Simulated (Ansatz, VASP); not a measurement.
C: VASP beside Ansatz

Contents of POSCAR:

```
C
1.0
    0.0000000000      1.8157266254      1.8157266254
    1.8157266254      0.0000000000      1.8157266254
    1.8157266254      1.8157266254      0.0000000000
C
2
Direct
    0.0000000000      0.0000000000      0.0000000000
    0.2500000000      0.2500000000      0.2500000000
```

INCAR.step1

```
SYSTEM = C
ALGO     = Normal         ! electronic algorithm
EDIFF    = 1E-5           ! SCF threshold, eV
ENCUT    = 520            ! plane-wave cutoff, eV
GGA      = PE             ! functional
ISIF     = 2              ! what is computed and relaxed
ISMEAR   = 0              ! smearing method
LASPH    = .True.         ! aspherical terms in the spheres
LREAL    = .False.        ! projectors in reciprocal space
LWAVE    = .True.         ! write WAVECAR
NBANDS   = 11             ! bands
NELM     = 80             ! most SCF steps
PREC     = Accurate       ! precision mode
SIGMA    = 0.01           ! smearing width, eV
```

File INCAR.step2:

```
SYSTEM = C
ALGO     = Normal         ! electronic algorithm
EDIFF    = 1E-7           ! SCF threshold, eV
ENCUT    = 520            ! plane-wave cutoff, eV
GGA      = PE             ! functional
HFSCREEN = 0.2079         ! screening, 1/A
ISIF     = 2              ! what is computed and relaxed
ISMEAR   = 0              ! smearing method
ISTART   = 1            
LASPH    = .True.         ! aspherical terms in the spheres
LCHARG   = .True.         ! write CHGCAR
LELF     = .True.         ! ELF
LHFCALC  = .True.         ! exact exchange
LREAL    = .False.        ! projectors in reciprocal space
LVHAR    = .True.       
LWAVE    = .False.        ! write WAVECAR
NBANDS   = 11             ! bands
NELM     = 80             ! most SCF steps
PREC     = Accurate       ! precision mode
PRECFOCK = Normal       
SIGMA    = 0.01           ! smearing width, eV
```

The input KPOINTS:

```
k-points
0
Gamma
  8 8 8
  0 0 0
```

Input for Ansatz:

```yaml
crystal:
  lattice:
    - [0.0, 1.8157266254, 1.8157266254]
    - [1.8157266254, 0.0, 1.8157266254]
    - [1.8157266254, 1.8157266254, 0.0]
  atoms:
    - { symbol: C, position: [0.0, 0.0, 0.0] }
    - { symbol: C, position: [0.25, 0.25, 0.25] }
kpoints:
  mp_grid: { grid: [8, 8, 8] }
  band_path:
    path:
      - [0.0, 0.0, 0.0]
      - [0.5, 0.0, 0.5]
      - [0.625, 0.25, 0.625]
      - [0.375, 0.375, 0.75]
      - [0.5, 0.5, 0.5]
      - [0.5, 0.25, 0.75]
      - [0.0, 0.360677, 0.360677]
    npoints: 1
hamiltonian:
  xc: hse06
scf:
  occupations: { method: fixed }
  n_extra_bands: 4
output:
  forces: true
  stress: true
  eigenvalues: true
```

Change from the starting cell: hydrostatic strain +2.0%.

Alike in both runs: task single point; functional HSE06; k mesh 8 × 8 × 8; no spin polarisation.

|  | VASP | Ansatz |
| --- | --- | --- |
| version | VASP 6.6.1 | Ansatz 0.2.0 |
| potentials or method | VASP PAW PBE potentials, release 64 (C) | plane waves, PAW |
| plane-wave cutoff (eV) | 520 | 420 |
| occupations | gaussian, width 0.01 eV | fixed |
| valence electrons in the cell | 8 | 8 |

|  | VASP | Ansatz | Ansatz less VASP |
| --- | --- | --- | --- |
| gap on the k mesh at the Fermi level (eV) | 5.15 | 5.16 | +0.011 |
| pressure (GPa) | -29.0 | -29.7 | -0.66 |

Both programs put the cell under strong tension, so it lies far from rest at this level. Ansatz's warnings: stress exchange threshold loose, stress scf threshold loose.
